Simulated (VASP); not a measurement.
# Rh (Im-3m) in VASP: a series of runs

Runs on Rh. Level: LDA. Tasks: single point, relaxation of cell and atoms.

Program: VASP 6.6.1. These are calculated values, not measurements. Logs are shortened: lines on timing, memory, paths and dates and some standing lists are left out, and cuts for length are marked.

### Step 1. The cell of the first run

The structure is cubic, space group Im-3m (No. 229). Conventional cell: a = 2.990 Å, b = 2.990 Å, c = 2.990 Å, α = 90.00°, β = 90.00°, γ = 90.00°. Rh (site symmetry m-3m) has 14 Rh at 2.59 to 2.99 Å within 3.4 Å.

This isn't the form of Rh at room conditions, which is fcc.

### Step 2. Single point, LDA

INCAR

```
SYSTEM = Rh
PREC = Accurate
ENCUT = 500
EDIFF = 1E-6
ISMEAR = 0
SIGMA = 0.1
LREAL = .FALSE.
LASPH = .TRUE.
NELM = 120
ALGO = Normal
ISIF = 2
LWAVE = .FALSE.
LCHARG = .FALSE.
GGA = CA
NBANDS = 14
GGA_COMPAT = .FALSE.
```

KPOINTS

```
regular mesh
0
G
  12 12 12
  0 0 0
```

POSCAR

```
Rh
1.0
   -1.4950807265      1.4950807265      1.4950807265
    1.4950807265     -1.4950807265      1.4950807265
    1.4950807265      1.4950807265     -1.4950807265
Rh
1
Direct
    0.0000000000      0.0000000000      0.0000000000
```

Potentials or basis: VASP PAW LDA potentials, release 64 (Rh_pv).

On the command line:

```console
> cat potpaw_LDA.64/Rh_pv/POTCAR > POTCAR
> mpirun -np 1 vasp_std > vasp.out
```

OUTCAR:

```text
SYSTEM = Rh
   PREC = Accurate
   ENCUT = 500
   EDIFF = 1E-6
   ISMEAR = 0
   LREAL = .FALSE.
   LASPH = .TRUE.
   NELM = 120
   ISIF = 2
   GGA = CA

 ion  position               nearest neighbor table
   1  0.000  0.000  0.000-

  LATTYP: Found a body centered cubic cell.
 ALAT       =     2.9901614530

  Lattice vectors:

 A1 = (  -1.4950807265,   1.4950807265,   1.4950807265)
 A2 = (   1.4950807265,  -1.4950807265,   1.4950807265)
 A3 = (   1.4950807265,   1.4950807265,  -1.4950807265)

Analysis of symmetry for initial positions (statically):
=====================================================================
 Subroutine PRICEL returns:
 Original cell was already a primitive cell.

 Routine SETGRP: Setting up the symmetry group for a
 body centered cubic supercell.

 Subroutine GETGRP returns: Found 48 space group operations
 (whereof 48 operations were pure point group operations)
 out of a pool of 48 trial point group operations.

The static configuration has the point symmetry O_h .

Analysis of symmetry for dynamics (positions and initial velocities):
=====================================================================
 Subroutine PRICEL returns:
 Original cell was already a primitive cell.

 Routine SETGRP: Setting up the symmetry group for a
 body centered cubic supercell.

 Subroutine GETGRP returns: Found 48 space group operations
 (whereof 48 operations were pure point group operations)
 out of a pool of 48 trial point group operations.

The dynamic configuration has the point symmetry O_h .

 Subroutine INISYM returns: Found 48 space group operations
 (whereof 48 operations are pure point group operations),
 and found     1 'primitive' translations

----------------------------------------------------------------------------------------

                                     Primitive cell

  volume of cell :      13.3676

  direct lattice vectors                    reciprocal lattice vectors
    -1.495080726  1.495080726  1.495080726     0.000000000  0.334430102  0.334430102
     1.495080726 -1.495080726  1.495080726     0.334430102  0.000000000  0.334430102
     1.495080726  1.495080726 -1.495080726     0.334430102  0.334430102  0.000000000

  length of vectors
     2.589555780  2.589555780  2.589555780     0.472955586  0.472955586  0.472955586

  position of ions in fractional coordinates (direct lattice)
     0.000000000  0.000000000  0.000000000

  ion indices of the primitive-cell ions
   primitive index   ion index
                 1           1

----------------------------------------------------------------------------------------

 KPOINTS: regular mesh

Automatic generation of k-mesh.
 Grid dimensions read from file:
 generate k-points for:   12   12   12

 Generating k-lattice:

  Cartesian coordinates                     Fractional coordinates (reciprocal lattice)
     0.000000000  0.027869175  0.027869175     0.083333333  0.000000000  0.000000000
     0.027869175  0.000000000  0.027869175     0.000000000  0.083333333  0.000000000
     0.027869175  0.027869175  0.000000000     0.000000000  0.000000000  0.083333333

  Length of vectors
     0.039412966  0.039412966  0.039412966

  Shift w.r.t. Gamma in fractional coordinates (k-lattice)
     0.000000000  0.000000000  0.000000000

 Subroutine IBZKPT returns following result:
 ===========================================

 Found     72 irreducible k-points:

 Following reciprocal coordinates:
            Coordinates               Weight
  0.000000  0.000000  0.000000      1.000000
  0.083333  0.000000  0.000000     12.000000
  0.166667  0.000000  0.000000     12.000000
  0.250000  0.000000  0.000000     12.000000
  0.333333  0.000000  0.000000     12.000000
  0.416667  0.000000  0.000000     12.000000
[... 16 lines left out ...]
  0.333333  0.083333  0.083333     24.000000
  0.416667  0.083333  0.083333     12.000000
 [... further k-points ...]
   k-points           NKPTS =     72   k-points in BZ     NKDIM =     72   number of bands    NBANDS=     14
   number of dos      NEDOS =    301   number of ions     NIONS =      1
   total plane-waves  NPLWV =   8000
   dimension x,y,z NGX =    20 NGY =   20 NGZ =   20
   dimension x,y,z NGXF=    40 NGYF=   40 NGZF=   40
   ions per type =               1
   NGX,Y,Z   is equivalent  to a cutoff of  12.84, 12.84, 12.84 a.u.
   NGXF,Y,Z  is equivalent  to a cutoff of  25.68, 25.68, 25.68 a.u.
 SYSTEM =  Rh
   PREC   = accura    normal or accurate (medium, high low for compatibility)
   ISTART =      0    job   : 0-new  1-cont  2-samecut
   ICHARG =      2    charge: 1-file 2-atom 10-const
   ISPIN  =      1    spin polarized calculation?
   LNONCOLLINEAR =      F non collinear calculations
   LSORBIT =      F    spin-orbit coupling
   LASPH  =      T    aspherical Exc in radial PAW
   ENCUT  =  500.0 eV  36.75 Ry    6.06 a.u.   4.72  4.72  4.72*2*pi/ulx,y,z
   NELM   =    120;   NELMIN=  2; NELMDL= -5     # of ELM steps
   EDIFF  = 0.1E-05   stopping-criterion for ELM
   LREAL  =      F    real-space projection
   EDIFFG = 0.1E-04   stopping-criterion for IOM
   NSW    =      0    number of steps for IOM
   IBRION =     -1    ionic relax: 0-MD 1-quasi-New 2-CG
   NFREE  =      0    steps in history (QN), initial steepest desc. (CG)
   ISIF   =      2    stress and relaxation
   ISYM   =      2    0-nonsym 1-usesym 2-fastsym
   POTIM  = 0.5000    time-step for ionic-motion
   TEBEG  =    0.0;   TEEND  =   0.0 temperature during run
   PSTRESS=    0.0 pullay stress
   NELECT =      15.0000    total number of electrons
   NUPDOWN=      -1.0000    fix difference up-down
   EMIN   =  10.00;   EMAX   =-10.00  energy-range for DOS
   EFERMI =   0.00;   METHOD = LEGACY
   ISMEAR =     0;   SIGMA  =   0.10  broadening in eV -4-tet -1-fermi 0-gaus
   EFERMI_NEDOS =   21; number of points for ismear=-14 and -15
   IALGO  =     38    algorithm
   IMIX   =      4    mixing-type and parameters
     AMIX     =   0.40;   BMIX     =  1.00
     AMIX_MAG =   1.60;   BMIX_MAG =  1.00
  volume/ion in A,a.u.               =      13.37        90.21
  Fermi-wavevector in a.u.,A,eV,Ry     =   1.701194  3.214791 39.376109  2.894062
  Thomas-Fermi vector in A             =   2.781191
   LORBIT       =      0    0 simple, 1 ext, 2 COOP (PROOUT), +10 PAW based schemes
   GGA     = CA    functional components
   LHFCALC =     F    Hartree Fock is set to
   AEXX    =    0.0000 exact exchange contribution
   IVDW    =     0    specifies the selected vdW correction
   LEPSILON=     F    determine dielectric tensor
   LRPA    =     F    only Hartree local field effects (RPA)
 non-spin polarized calculation
 Gauss-broadening in eV      SIGMA  =   0.10
  energy-cutoff  :      500.00
  volume of cell :       13.37
 maximum number of plane-waves:       370
   NGX =  9   NGY =  9   NGZ =  9

 number of electron      14.9999998 magnetization

 Free energy of the ion-electron system (eV)
  ---------------------------------------------------
  ext. energy  EPLUGINS =         0.00000000
  ---------------------------------------------------
  free energy    TOTEN  =        -8.28049930 eV

  energy without entropy =       -8.26805150  energy(sigma->0) =       -8.27427540

 E-fermi :  12.0758     XC(G=0): -14.5153

 val. band max:       12.0593563407   @ k =   0.2500   0.1667   0.0000
 cond. band min:      12.0936102318   @ k =   0.3333   0.0833   0.0000
 fundamental gap:      0.0342538912
 Fermi energy:        12.0758119337

 k-point     1 :       0.0000    0.0000    0.0000
  band No.  band energies     occupation
      1     -33.8004      2.00000
      2     -33.8004      2.00000
      3     -33.8004      2.00000
      4       4.0006      2.00000
      5       8.9191      2.00000
      6       8.9191      2.00000
      7       8.9191      2.00000
      8      11.5814      2.00000
      9      11.5814      2.00000
     10      30.5221      0.00000
     11      30.5221      0.00000
     12      30.5221      0.00000
     13      32.8476      0.00000
     14      41.2363      0.00000

 k-point     2 :       0.0833    0.0000    0.0000
  band No.  band energies     occupation
      1     -33.8590      2.00000
      2     -33.8195      2.00000
      3     -33.8005      2.00000
      4       4.3027      2.00000
      5       8.7925      2.00000
      6       8.9150      2.00000
      7       9.1682      2.00000
      8      11.4253      2.00000
      9      11.5902      2.00000
     10      30.6460      0.00000
     11      30.7068      0.00000
     12      30.9700      0.00000
     13      32.8461      0.00000
     14      39.2146      0.00000

 k-point     3 :       0.1667    0.0000    0.0000
  band No.  band energies     occupation
      1     -34.0172      2.00000
      2     -33.8715      2.00000
      3     -33.8006      2.00000
      4       5.1050      2.00000
      5       8.4618      2.00000
      6       8.8981      2.00000
      7       9.8863      2.00000
      8      11.1659      2.00000
      9      11.6258      2.00000
     10      30.5640      0.00000
     11      30.5886      0.00000
     12      32.2339      0.00000
     13      32.8455      0.00000
     14      37.5103      0.00000
[... 324 lines left out ...]
 k-point    23 :       0.3333    0.0833    0.0833
  band No.  band energies     occupation
      1     -34.5464      2.00000
      2     -34.0870      2.00000
      3     -33.8554      2.00000
      4       6.4196      2.00000
      5       7.3733      2.00000
      6      10.4930      2.00000
      7      11.5773      2.00000
      8      11.9462      1.93315
      9      15.5449      0.00000
     10      23.0913      0.00000
     11      26.9971      0.00000
     12      29.2982      0.00000
     13      32.8495      0.00000
     14      37.0846      0.00000

 k-point    24 :       0.4167    0.0833    0.0833
  band No.  band energies     occupation
      1     -34.5827      2.00000
      2     -34.1150      2.00000
      3     -33.8566      2.00000
      4       6.3046      2.00000
      5       7.2956      2.00000
      6      11.1108      2.00000
      7      11.6361      2.00000
      8      11.9916      1.76642
      9      16.4818      0.00000
     10      21.6751      0.00000
     11      26.6380      0.00000
     12      28.7704      0.00000
     13      32.8496      0.00000
     14      37.9626      0.00000

 [... further k-points ...]

------------------------ aborting loop because EDIFF is reached ----------------------------------------

  FORCE on cell =-STRESS in cart. coord.  units (eV):
  Direction    XX          YY          ZZ          XY          YZ          ZX
  --------------------------------------------------------------------------------------
  -------------------------------------------------------------------------------------
  Total        0.4969227      0.4969227      0.4969227      0.0000000      0.0000000     -0.0000000
  in kB       59.5587355     59.5587355     59.5587355      0.0000000      0.0000000     -0.0000000
  external PRESSURE =      59.5587355 kB  Pullay stress =       0.0000000 kB

 VOLUME and BASIS-vectors are now :
 -----------------------------------------------------------------------------
  energy-cutoff  :      500.00
  volume of cell :       13.37
      direct lattice vectors                 reciprocal lattice vectors
    -1.495080726  1.495080726  1.495080726     0.000000000  0.334430102  0.334430102
     1.495080726 -1.495080726  1.495080726     0.334430102  0.000000000  0.334430102
     1.495080726  1.495080726 -1.495080726     0.334430102  0.334430102  0.000000000

 POSITION                                       TOTAL-FORCE (eV/Angst)
 -----------------------------------------------------------------------------------
      0.00000      0.00000      0.00000        -0.000000      0.000000     -0.000000
 -----------------------------------------------------------------------------------
    total drift:                                0.000000     -0.000000      0.000000

  FREE ENERGIE OF THE ION-ELECTRON SYSTEM (eV)
  ---------------------------------------------------
  free  energy   TOTEN  =        -8.2804993039 eV

  energy  without entropy=       -8.2680515025  energy(sigma->0) =       -8.27427540
```

Run time: 4.4 s. Hardware: 1 thread of Intel Xeon 6975P-C (Granite Rapids), shared host; peak memory 0.12 GiB.

Results:

```yaml
Free_energy: -8.2805 eV
Pressure: 6.0 GPa
Band_gap_on_the_k_mesh: zero (an odd number of electrons rules out a gap without spin polarisation)
```

Caveat: the cell stands under pressure.

### Step 3. Single point, LDA

This run uses another cell than the first one, of 13.16 Å³/atom.

INCAR

```
  ALGO = Normal
  EDIFF = 1E-6
  ENCUT = 500
  GGA_COMPAT = F
  ISIF = 2
  ISMEAR = 0
  LASPH = T
  LCHARG = F
  LREAL = F
  LWAVE = F
  NBANDS = 14
  NELM = 120
  PREC = Accurate
  SIGMA = 0.1
```

KPOINTS

```
k-points
0
Gamma
  12 12 12
```

POSCAR

```
Rh
1.0
   -1.4874777095      1.4874777095      1.4874777095
    1.4874777095     -1.4874777095      1.4874777095
    1.4874777095      1.4874777095     -1.4874777095
Rh
1
Direct
    0.0000000000      0.0000000000      0.0000000000
```

Potentials or basis: VASP PAW LDA potentials, release 64 (Rh_pv).

On the command line:

```console
> cat potpaw_LDA.64/Rh_pv/POTCAR > POTCAR
> mpirun -np 1 vasp_std > vasp.out
```

It took 4.5 s on 1 thread of Intel Xeon 6975P-C (Granite Rapids), shared host; peak memory 0.12 GiB.

Results (log left out):

```
Free energy            : -8.2697 eV
Pressure               : 11.0 GPa
Band gap on the k mesh : zero (an odd number of electrons rules out a gap without spin polarisation)
```

Levels at points of the mesh, in eV from the Fermi level:
```tsv
k point	band 4	band 5	band 6	band 7	band 8	band 9	band 10	band 11	band 12	band 13
(0.00, 0.00, 0.00)	-8.19	-3.23	-3.23	-3.23	-0.51	-0.51	18.46	18.46	18.46	20.74
(0.50, 0.00, 0.00)	-6.40	-4.90	-0.57	-0.11	1.25	1.78	9.99	14.63	19.00	20.74
(0.50, 0.50, 0.50)	-6.44	-6.44	1.21	1.21	1.21	9.67	9.67	9.67	20.19	20.19
```

Caveat: the cell stands under pressure.

### Step 4. Single point, LDA

This run uses another cell than the first one, of 12.81 Å³/atom.

INCAR

```
SYSTEM = Rh
  ALGO = Normal
  EDIFF = 1E-6
  ENCUT = 500
  GGA_COMPAT = .FALSE.
  ISIF = 2
  ISMEAR = 0
  LASPH = .TRUE.
  LCHARG = .FALSE.
  LREAL = .FALSE.
  LWAVE = .FALSE.
  NBANDS = 14
  NELM = 120
  PREC = Accurate
  SIGMA = 0.1
```

KPOINTS

```
k-points
0
G
  12 12 12
  0 0 0
```

POSCAR

```
Rh
1.0
   -1.4738045250      1.4738045250      1.4738045250
    1.4738045250     -1.4738045250      1.4738045250
    1.4738045250      1.4738045250     -1.4738045250
Rh
1
Direct
    0.0000000000      0.0000000000      0.0000000000
```

On the command line:

```console
> cat potpaw_LDA.64/Rh_pv/POTCAR > POTCAR
> mpirun -np 1 vasp_std > vasp.out
```

Run time: 4.5 s. Hardware: 1 thread of Intel Xeon 6975P-C (Granite Rapids), shared host; peak memory 0.12 GiB.

The run converged. Its results:

- Free energy: -8.2337 eV
- Pressure: 21.2 GPa
- Band gap on the k mesh: zero (an odd number of electrons rules out a gap without spin polarisation)

Levels at points of the mesh, in eV from the Fermi level:
| k point | band 5 | band 6 | band 7 | band 8 | band 9 | band 10 | band 11 | band 12 |
| --- | --- | --- | --- | --- | --- | --- | --- | --- |
| (0.00, 0.00, 0.00) | -3.37 | -3.37 | -3.37 | -0.54 | -0.54 | 18.47 | 18.47 | 18.47 |
| (0.50, 0.00, 0.00) | -5.11 | -0.60 | -0.11 | 1.24 | 1.87 | 10.33 | 14.66 | 19.33 |
| (0.50, 0.50, 0.50) | -6.72 | 1.26 | 1.26 | 1.26 | 9.82 | 9.82 | 9.82 | 20.59 |

Caveat: the cell stands under pressure.

### Step 5. Single point, LDA

This run uses another cell than the first one, of 13.59 Å³/atom.

INCAR

```
SYSTEM = Rh
ALGO = Normal
EDIFF = 1E-6
ENCUT = 500
GGA_COMPAT = .FALSE.
ISIF = 2
ISMEAR = 0
LASPH = .TRUE.
LCHARG = .FALSE.
LREAL = .FALSE.
LWAVE = .FALSE.
NBANDS = 14
NELM = 120
PREC = Accurate
SIGMA = 0.1
```

KPOINTS is that of step 4.

POSCAR

```
Rh
1.0
   -1.5033588369      1.5033588369      1.5033588369
    1.5033588369     -1.5033588369      1.5033588369
    1.5033588369      1.5033588369     -1.5033588369
Rh
1
Direct
    0.0000000000      0.0000000000      0.0000000000
```

On the command line:

```console
> cat potpaw_LDA.64/Rh_pv/POTCAR > POTCAR
> mpirun -np 1 vasp_std > vasp.out
```

Run time: 4.5 s. Hardware: 1 thread of Intel Xeon 6975P-C (Granite Rapids), shared host; peak memory 0.12 GiB.

It converged, with:

```
Free energy            : -8.2853 eV
Pressure               : 0.9 GPa
Band gap on the k mesh : zero (an odd number of electrons rules out a gap without spin polarisation)
```

Levels at points of the mesh, in eV from the Fermi level:
```
           k point  band 4  band 5  band 6  band 7  band 8  band 9  band 10  band 11  band 12  band 13
(0.00, 0.00, 0.00)   -7.96   -3.08   -3.08   -3.08   -0.48   -0.48    18.43    18.43    18.43    20.80
(0.50, 0.00, 0.00)   -6.12   -4.67   -0.55   -0.10    1.26    1.69     9.62    14.59    18.64    20.81
(0.50, 0.50, 0.50)   -6.13   -6.13    1.14    1.14    1.14    9.51     9.51     9.51    19.70    19.70
```

### Step 6. Relaxation of cell and atoms, LDA

This run uses another cell than the first one, of 13.64 Å³/atom.

INCAR

```
SYSTEM = Rh
PREC = Accurate
ENCUT = 500
EDIFF = 1E-7
ISMEAR = 0
SIGMA = 0.1
LREAL = .False.
LASPH = .True.
NELM = 120
ALGO = Normal
ISIF = 3
LWAVE = .False.
LCHARG = .False.
GGA = CA
IBRION = 2
NSW = 60
EDIFFG = -0.03
GGA_COMPAT = .False.
NELMIN = 4
```

KPOINTS

```
regular mesh
0
Gamma
  12 12 12
  0 0 0
```

POSCAR

```
Rh
1.0
   -1.5050000000      1.5050000000      1.5050000000
    1.5050000000     -1.5050000000      1.5050000000
    1.5050000000      1.5050000000     -1.5050000000
Rh
1
Direct
    0.0000000000      0.0000000000      0.0000000000
```

Potentials or basis: VASP PAW LDA potentials, release 64 (Rh_pv).

On the command line:

```console
> cat potpaw_LDA.64/Rh_pv/POTCAR > POTCAR
> mpirun -np 1 vasp_std > vasp.out
```

Run time: 3.7 s. Hardware: 1 thread of Intel Xeon 6975P-C (Granite Rapids), shared host; peak memory 0.12 GiB.

Results (log left out):

```
Free energy             : -8.2854 eV
Pressure after relaxing : -0.1 GPa
Band gap on the k mesh  : zero (an odd number of electrons rules out a gap without spin polarisation)
```

Final structure:
```
Rh
1.0
    -1.50500    1.50500    1.50500
     1.50500   -1.50500    1.50500
     1.50500    1.50500   -1.50500
Rh
1
Direct
  0.00000 0.00000 0.00000
```

Levels at points of the mesh, in eV from the Fermi level:
```tsv
k point	band 4	band 5	band 6	band 7	band 8	band 9	band 10	band 11
(0.00, 0.00, 0.00)	-7.93	-3.06	-3.06	-3.06	-0.47	-0.47	18.43	18.43
(0.50, 0.00, 0.00)	-6.09	-4.65	-0.54	-0.10	1.26	1.68	9.58	14.58
(0.50, 0.50, 0.50)	-6.10	-6.10	1.14	1.14	1.14	9.49	9.49	9.49
```

Caveat: the relaxation stopped at its first step, so nothing moved.

### Step 7. The runs side by side

| task | cell | gap on the mesh (eV) | pressure (GPa) |
| --- | --- | --- | --- |
| single point | a = 2.590 Å, angles 109.5°, 1 atom | none | 6.0 |
| single point | a = 2.576 Å, angles 109.5°, 1 atom | none | 11.0 |
| single point | a = 2.553 Å, angles 109.5°, 1 atom | none | 21.2 |
| single point | a = 2.604 Å, angles 109.5°, 1 atom | none | 0.9 |
| relaxation of cell and atoms | relaxed from a = 2.607 Å, angles 109.5°, 1 atom | none | -0.1 |

Alike in all rows: level LDA; potentials or basis VASP PAW LDA potentials, release 64 (Rh_pv); no spin polarisation; k mesh 12 × 12 × 12; cutoff (eV) 500; smearing gaussian 0.1 eV.

Caveats: the cell stands under pressure (at least some runs); the relaxation stopped at its first step, so nothing moved (at least some runs).

Absolute energies hang on the potentials; compare differences alone.
